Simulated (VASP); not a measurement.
# K (I4/mmm) in VASP: further runs

The runs below take K through single point, with PBE.

Everything below comes from runs of VASP 6.6.1. Logs are shortened: lines on timing, memory, paths and dates and some standing lists are left out, and cuts for length are marked.

**1. The cell of the first run**

It takes space group I4/mmm (No. 139, tetragonal). The conventional cell has a = 5.236 Å, b = 5.236 Å, c = 5.157 Å, α = 90.00°, β = 90.00°, γ = 90.00°.

**2. Single point, PBE (strain -0.0150 x Voigt [0, 1, 0, 0, 0, 0])**

The input, INCAR:

```
ALGO = Fast
EDIFF = 1E-6
ENCUT = 520
GGA = PE
ISIF = 2
ISMEAR = 0
LASPH = True
LCHARG = False
LREAL = False
LWAVE = False
NBANDS = 10
NELM = 60
PREC = Accurate
SIGMA = 0.15
```

The input, KPOINTS:

```
k-points
0
Gamma
  14 14 14
```

The input, POSCAR:

```
K
1.0
   -2.6180000000      2.5787300000      2.6180000000
    2.6180000000     -2.5787300000      2.6180000000
    2.6180000000      2.5787300000     -2.6180000000
K
1
Direct
    0.0000000000      0.0000000000      0.0000000000
```

Potentials or basis: VASP PAW PBE potentials, release 64 (K_sv).

Command:

```sh
$ cat potpaw_PBE.64/K_sv/POTCAR > POTCAR
$ mpirun -np 1 vasp_std > vasp.out
```

OUTCAR:

```text
EDIFF = 1E-6
   ENCUT = 520
   GGA = PE
   ISIF = 2
   ISMEAR = 0
   LASPH = True
   LREAL = False
   NELM = 60
   PREC = Accurate

 ion  position               nearest neighbor table
   1  0.000  0.000  0.000-

  LATTYP: Found a body centered tetragonal cell.
 ALAT       =     5.2360000000
 C/A-ratio  =     0.9850000000

  Lattice vectors:

 A1 = (  -2.6180000000,  -2.5787300000,   2.6180000000)
 A2 = (   2.6180000000,  -2.5787300000,  -2.6180000000)
 A3 = (   2.6180000000,   2.5787300000,   2.6180000000)

Analysis of symmetry for initial positions (statically):
=====================================================================
 Subroutine PRICEL returns:
 Original cell was already a primitive cell.

 Routine SETGRP: Setting up the symmetry group for a
 body centered tetragonal supercell.

 Subroutine GETGRP returns: Found 16 space group operations
 (whereof 16 operations were pure point group operations)
 out of a pool of 16 trial point group operations.

The static configuration has the point symmetry D_4h.

Analysis of symmetry for dynamics (positions and initial velocities):
=====================================================================
 Subroutine PRICEL returns:
 Original cell was already a primitive cell.

 Routine SETGRP: Setting up the symmetry group for a
 body centered tetragonal supercell.

 Subroutine GETGRP returns: Found 16 space group operations
 (whereof 16 operations were pure point group operations)
 out of a pool of 16 trial point group operations.

The dynamic configuration has the point symmetry D_4h.

 Subroutine INISYM returns: Found 16 space group operations
 (whereof 16 operations are pure point group operations),
 and found     1 'primitive' translations

----------------------------------------------------------------------------------------

                                     Primitive cell

  volume of cell :      70.6977

  direct lattice vectors                    reciprocal lattice vectors
    -2.618000000  2.578730000  2.618000000     0.000000000  0.193893894  0.190985485
     2.618000000 -2.578730000  2.618000000     0.190985485  0.000000000  0.190985485
     2.618000000  2.578730000 -2.618000000     0.190985485  0.193893894  0.000000000

  length of vectors
     4.511950400  4.511950400  4.511950400     0.272158589  0.270094263  0.272158589

  position of ions in fractional coordinates (direct lattice)
     0.000000000  0.000000000  0.000000000

  ion indices of the primitive-cell ions
   primitive index   ion index
                 1           1

----------------------------------------------------------------------------------------

 KPOINTS: k-points

Automatic generation of k-mesh.
 Grid dimensions read from file:
 generate k-points for:   14   14   14

 Generating k-lattice:

  Cartesian coordinates                     Fractional coordinates (reciprocal lattice)
     0.000000000  0.013849564  0.013641820     0.071428571  0.000000000 -0.000000000
     0.013641820  0.000000000  0.013641820     0.000000000  0.071428571  0.000000000
     0.013641820  0.013849564  0.000000000    -0.000000000  0.000000000  0.071428571

  Length of vectors
     0.019439899  0.019292447  0.019439899

  Shift w.r.t. Gamma in fractional coordinates (k-lattice)
     0.000000000  0.000000000  0.000000000

 Subroutine IBZKPT returns following result:
 ===========================================

 Found    244 irreducible k-points:

 Following reciprocal coordinates:
            Coordinates               Weight
  0.000000  0.000000  0.000000      1.000000
  0.071429 -0.000000  0.000000      8.000000
  0.142857  0.000000  0.000000      8.000000
  0.214286  0.000000  0.000000      8.000000
  0.285714  0.000000  0.000000      8.000000
  0.357143  0.000000  0.000000      8.000000
[... 16 lines left out ...]
  0.071429  0.142857  0.000000     16.000000
  0.142857  0.142857  0.000000     16.000000
 [... further k-points ...]
   k-points           NKPTS =    244   k-points in BZ     NKDIM =    244   number of bands    NBANDS=     10
   number of dos      NEDOS =    301   number of ions     NIONS =      1
   total plane-waves  NPLWV =  46656
   dimension x,y,z NGX =    36 NGY =   36 NGZ =   36
   dimension x,y,z NGXF=    72 NGYF=   72 NGZF=   72
   ions per type =               1
   NGX,Y,Z   is equivalent  to a cutoff of  13.26, 13.26, 13.26 a.u.
   NGXF,Y,Z  is equivalent  to a cutoff of  26.53, 26.53, 26.53 a.u.
 SYSTEM =  unknown system
   PREC   = accura    normal or accurate (medium, high low for compatibility)
   ISTART =      0    job   : 0-new  1-cont  2-samecut
   ICHARG =      2    charge: 1-file 2-atom 10-const
   ISPIN  =      1    spin polarized calculation?
   LNONCOLLINEAR =      F non collinear calculations
   LSORBIT =      F    spin-orbit coupling
   LASPH  =      T    aspherical Exc in radial PAW
   ENCUT  =  520.0 eV  38.22 Ry    6.18 a.u.   8.39  8.39  8.39*2*pi/ulx,y,z
   NELM   =     60;   NELMIN=  2; NELMDL= -5     # of ELM steps
   EDIFF  = 0.1E-05   stopping-criterion for ELM
   LREAL  =      F    real-space projection
   EDIFFG = 0.1E-04   stopping-criterion for IOM
   NSW    =      0    number of steps for IOM
   IBRION =     -1    ionic relax: 0-MD 1-quasi-New 2-CG
   NFREE  =      0    steps in history (QN), initial steepest desc. (CG)
   ISIF   =      2    stress and relaxation
   ISYM   =      2    0-nonsym 1-usesym 2-fastsym
   POTIM  = 0.5000    time-step for ionic-motion
   TEBEG  =    0.0;   TEEND  =   0.0 temperature during run
   PSTRESS=    0.0 pullay stress
   NELECT =       9.0000    total number of electrons
   NUPDOWN=      -1.0000    fix difference up-down
   EMIN   =  10.00;   EMAX   =-10.00  energy-range for DOS
   EFERMI =   0.00;   METHOD = LEGACY
   ISMEAR =     0;   SIGMA  =   0.15  broadening in eV -4-tet -1-fermi 0-gaus
   EFERMI_NEDOS =   21; number of points for ismear=-14 and -15
   IALGO  =     68    algorithm
   IMIX   =      4    mixing-type and parameters
     AMIX     =   0.40;   BMIX     =  1.00
     AMIX_MAG =   1.60;   BMIX_MAG =  1.00
  volume/ion in A,a.u.               =      70.70       477.09
  Fermi-wavevector in a.u.,A,eV,Ry     =   0.823545  1.556274  9.227828  0.678226
  Thomas-Fermi vector in A             =   1.935074
   LORBIT       =      0    0 simple, 1 ext, 2 COOP (PROOUT), +10 PAW based schemes
   GGA     = PE    functional components
   LHFCALC =     F    Hartree Fock is set to
   AEXX    =    0.0000 exact exchange contribution
   IVDW    =     0    specifies the selected vdW correction
   LEPSILON=     F    determine dielectric tensor
   LRPA    =     F    only Hartree local field effects (RPA)
 non-spin polarized calculation
 RMM-DIIS sequential band-by-band and
 Gauss-broadening in eV      SIGMA  =   0.15
  energy-cutoff  :      520.00
  volume of cell :       70.70
 maximum number of plane-waves:      1922
 NGX is ok and might be reduce to    36
   NGX = 17   NGY = 17   NGZ = 17

 number of electron       9.0000000 magnetization

 Free energy of the ion-electron system (eV)
  ---------------------------------------------------
  ext. energy  EPLUGINS =         0.00000000
  ---------------------------------------------------
  free energy    TOTEN  =        -1.05011259 eV

  energy without entropy =       -1.04151757  energy(sigma->0) =       -1.04581508

 E-fermi :  -0.0301     XC(G=0):  -5.7475

 val. band max:       -0.0320245747   @ k =   0.5000   0.2143   0.0000
 cond. band min:      -0.0255675711   @ k =   0.4286  -0.3571   0.1429
 fundamental gap:      0.0064570036
 Fermi energy:        -0.0301083387

 k-point     1 :       0.0000    0.0000    0.0000
  band No.  band energies     occupation
      1     -32.1413      2.00000
      2     -15.5878      2.00000
      3     -15.5877      2.00000
      4     -15.5877      2.00000
      5      -2.2442      2.00000
      6       4.2506      0.00000
      7       4.3281      0.00000
      8       4.3281      0.00000
      9       5.1839      0.00000
     10       5.2866      0.00000

 k-point     2 :       0.0714   -0.0000    0.0000
  band No.  band energies     occupation
      1     -32.1411      2.00000
      2     -15.5916      2.00000
      3     -15.5890      2.00000
      4     -15.5877      2.00000
      5      -2.1782      2.00000
      6       4.1922      0.00000
      7       4.2352      0.00000
      8       4.3509      0.00000
      9       5.1103      0.00000
     10       5.2135      0.00000

 k-point     3 :       0.1429    0.0000    0.0000
  band No.  band energies     occupation
      1     -32.1404      2.00000
      2     -15.6026      2.00000
      3     -15.5927      2.00000
      4     -15.5878      2.00000
      5      -1.9826      2.00000
      6       3.8662      0.00000
      7       3.9807      0.00000
      8       4.5015      0.00000
      9       5.0064      0.00000
     10       5.1686      0.00000

 k-point     4 :       0.2143    0.0000    0.0000
  band No.  band energies     occupation
      1     -32.1394      2.00000
      2     -15.6183      2.00000
      3     -15.5979      2.00000
      4     -15.5878      2.00000
      5      -1.6641      2.00000
      6       3.2759      0.00000
      7       3.7183      0.00000
      8       4.7591      0.00000
      9       5.0443      0.00000
     10       5.1603      0.00000

 k-point     5 :       0.2857    0.0000    0.0000
  band No.  band energies     occupation
      1     -32.1383      2.00000
      2     -15.6355      2.00000
      3     -15.6038      2.00000
      4     -15.5879      2.00000
      5      -1.2342      2.00000
      6       2.6149      0.00000
      7       3.4731      0.00000
      8       5.1091      0.00000
      9       5.1134      0.00000
     10       5.2134      0.00000

 k-point     6 :       0.3571    0.0000    0.0000
  band No.  band energies     occupation
      1     -32.1373      2.00000
      2     -15.6509      2.00000
      3     -15.6091      2.00000
      4     -15.5880      2.00000
      5      -0.7091      2.00000
      6       1.9357      0.00000
      7       3.2808      0.00000
      8       5.0904      0.00000
      9       5.3470      0.00000
     10       5.5558      0.00000
[... 183 lines left out ...]
 k-point    21 :      -0.1429    0.0714    0.0000
  band No.  band energies     occupation
      1     -32.1406      2.00000
      2     -15.5993      2.00000
      3     -15.5903      2.00000
      4     -15.5888      2.00000
      5      -2.0464      2.00000
      6       4.0234      0.00000
      7       4.0293      0.00000
      8       4.4373      0.00000
      9       4.9842      0.00000
     10       5.2076      0.00000

 k-point    22 :       0.0000    0.1429    0.0000
  band No.  band energies     occupation
      1     -32.1404      2.00000
      2     -15.6026      2.00000
      3     -15.5926      2.00000
      4     -15.5876      2.00000
      5      -1.9865      2.00000
      6       3.8044      0.00000
      7       4.0373      0.00000
      8       4.5411      0.00000
      9       4.9351      0.00000
     10       5.2285      0.00000

 k-point    23 :       0.0714    0.1429    0.0000
  band No.  band energies     occupation
      1     -32.1398      2.00000
      2     -15.6122      2.00000
      3     -15.5946      2.00000
      4     -15.5889      2.00000
      5      -1.7961      2.00000
      6       3.5085      0.00000
      7       3.8140      0.00000
      8       4.6767      0.00000
      9       4.8537      0.00000
     10       5.3262      0.00000

 k-point    24 :       0.1429    0.1429    0.0000
  band No.  band energies     occupation
      1     -32.1389      2.00000
      2     -15.6250      2.00000
      3     -15.5985      2.00000
      4     -15.5910      2.00000
      5      -1.4845      2.00000
      6       3.1264      0.00000
      7       3.4510      0.00000
      8       4.8253      0.00000
      9       4.8760      0.00000
     10       5.4814      0.00000

 [... further k-points ...]

------------------------ aborting loop because EDIFF is reached ----------------------------------------

  FORCE on cell =-STRESS in cart. coord.  units (eV):
  Direction    XX          YY          ZZ          XY          YZ          ZX
  --------------------------------------------------------------------------------------
  -------------------------------------------------------------------------------------
  Total        0.0689040      0.0755128      0.0689040      0.0000000     -0.0000000      0.0000000
  in kB        1.5615281      1.7112996      1.5615281      0.0000000     -0.0000000      0.0000000
  external PRESSURE =       1.6114519 kB  Pullay stress =       0.0000000 kB

 VOLUME and BASIS-vectors are now :
 -----------------------------------------------------------------------------
  energy-cutoff  :      520.00
  volume of cell :       70.70
      direct lattice vectors                 reciprocal lattice vectors
    -2.618000000  2.578730000  2.618000000     0.000000000  0.193893894  0.190985485
     2.618000000 -2.578730000  2.618000000     0.190985485  0.000000000  0.190985485
     2.618000000  2.578730000 -2.618000000     0.190985485  0.193893894  0.000000000

 POSITION                                       TOTAL-FORCE (eV/Angst)
 -----------------------------------------------------------------------------------
      0.00000      0.00000      0.00000         0.000000      0.000000      0.000000
 -----------------------------------------------------------------------------------
    total drift:                               -0.000000      0.000000      0.000000

  FREE ENERGIE OF THE ION-ELECTRON SYSTEM (eV)
  ---------------------------------------------------
  free  energy   TOTEN  =        -1.0501125913 eV

  energy  without entropy=       -1.0415175706  energy(sigma->0) =       -1.04581508
```

Wall time 1.8 min (1 thread of Intel Xeon Platinum 8488C (Sapphire Rapids), shared host); peak memory 0.31 GiB.

What came out:

```yaml
Free_energy: -1.0501 eV
Pressure: 0.2 GPa
```

Levels at points of the mesh, in eV from the Fermi level:
```tsv
k point	band 2	band 3	band 4	band 5	band 6	band 7	band 8	band 9
(0.00, 0.00, 0.00)	-15.56	-15.56	-15.56	-2.21	4.28	4.36	4.36	5.21
(0.50, 0.00, 0.00)	-15.64	-15.58	-15.56	0.45	0.72	3.15	4.97	5.83
(0.00, 0.50, 0.00)	-15.64	-15.58	-15.56	0.42	0.68	3.24	4.91	5.77
(0.50, 0.50, 0.50)	-15.61	-15.61	-15.61	1.63	1.68	3.53	3.53	3.70
```

Caveat: the cell differs from its parent crystal (strain -0.0150 x Voigt [0, 1, 0, 0, 0, 0]).

(Part 1 of 2 ends here.)
